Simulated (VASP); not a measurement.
## Li2Cu: single point with PBE

Li2Cu:

```xyz
3
Lattice="2.7044 0.0000 0.0000 -1.3522 2.3421 0.0000 0.0000 0.0000 6.8107" Properties=species:S:1:pos:R:3 pbc="T T T"
Li    1.3522    0.7807    4.6961
Li    0.0000    1.5614    2.1146
Cu    0.0000    0.0000    0.0000
```

```json
{"Program": "VASP 6.6.1", "Task": "single point", "Functional": "PBE", "Potentials or basis": "VASP PAW PBE potentials, release 64 (Li_sv, Cu)", "Cutoff": "520 eV", "k mesh": "18 × 18 × 8", "Occupations": "gaussian, width 0.1 eV", "Spin": "no spin polarisation"}
```

```
Largest force : 0.015 eV/Å
```

Forces on the atoms (eV/Å):
```
Li   0.000  0.000 -0.015
Li   0.000  0.000  0.015
Cu   0.000  0.000  0.000
```

Levels at points of the mesh, in eV from the Fermi level:
| k point | band 5 | band 6 | band 7 | band 8 | band 9 | band 10 | band 11 | band 12 | band 13 | band 14 |
| --- | --- | --- | --- | --- | --- | --- | --- | --- | --- | --- |
| (0.00, 0.00, 0.00) | -2.61 | -2.61 | -2.22 | -2.13 | -2.13 | -1.99 | 6.27 | 7.59 | 16.90 | 16.90 |
| (0.50, 0.00, 0.00) | -2.69 | -2.31 | -1.64 | -0.11 | 0.56 | 1.72 | 3.88 | 4.74 | 6.83 | 10.69 |
| (0.00, 0.00, 0.50) | -3.21 | -2.61 | -2.61 | -2.13 | -2.13 | -0.46 | 3.64 | 12.31 | 13.79 | 16.80 |
| (0.50, 0.00, 0.50) | -2.66 | -2.31 | -1.64 | -0.33 | 1.07 | 1.11 | 3.67 | 6.53 | 6.99 | 8.96 |

It took 5.1 min on 1 thread of AMD EPYC 7R13 Processor (Zen 3), with other jobs on the host, peak memory 0.26 GiB.
